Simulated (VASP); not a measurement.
## TiO2: single point with PBEsol

**The experiment to reproduce.**

“Shallow Valence Band of Rutile GeO2 and P-type Doping”, 2020, arxiv:2011.08928 quotes, for a bulk crystal of TiO2 at 1.6 K: band gap 3.03 eV (direct).

TiO2:

```
CELL_PARAMETERS angstrom
4.59112 0.00000 0.00000
0.00000 4.59112 0.00000
0.00000 0.00000 2.93912
ATOMIC_POSITIONS crystal
Ti 0.00000 0.00000 0.00000
Ti 0.50000 0.50000 0.50000
O 0.30444 0.30444 0.00000
O 0.19556 0.80444 0.50000
O 0.69556 0.69556 0.00000
O 0.80444 0.19556 0.50000
```

- Program: VASP 6.6.1
- Task: single point
- Functional: PBEsol
- Potentials or basis: VASP PAW PBE potentials, release 64 (Ti_sv, O)
- Cutoff: 520 eV
- k mesh: 5 × 5 × 7
- Occupations: gaussian, width 0.01 eV
- Spin: no spin polarisation

```yaml
Pressure: 0.6 GPa
Largest_force: 0.025 eV/Å
Band_gap_on_the_k_mesh: 1.84 eV
```

Forces on the atoms (eV/Å):
```
Ti   0.000  0.000  0.000
Ti   0.000  0.000  0.000
O   -0.018 -0.018  0.000
O    0.018 -0.018  0.000
O    0.018  0.018  0.000
O   -0.018  0.018  0.000
```

Stress tensor (GPa, compression positive):
```
0.53 0.00 0.00
0.00 0.53 0.00
0.00 0.00 0.83
```

Levels at points of the mesh, in eV from the valence-band top:
```csv
k point,band 22,band 23,band 24,band 25,band 26,band 27
"(0.00, 0.00, 0.00)",-0.46,-0.46,0.00,1.84,2.12,2.42
```

It took 68 s on 1 thread of Intel Xeon 8259CL (shared host), peak memory 0.19 GiB.

Against the measured gap of TiO2, 3.03 eV (direct; 1.6 K; quoted in “Shallow Valence Band of Rutile GeO2 and P-type Doping”, 2020, arxiv:2011.08928), the calculated 1.84 eV is off by -1.19 eV. 2 values of this kind are on record in papers (3.03 to 3.05 eV); this one was drawn at random among those near their median. The value is that of PBEsol on a finite k mesh, which can miss the band edges, without temperature or zero-point motion. Semilocal functionals fall short of measured gaps as a rule.

Caveat: the PAW data sets were made with another functional, which shifts forces and pressure a little.
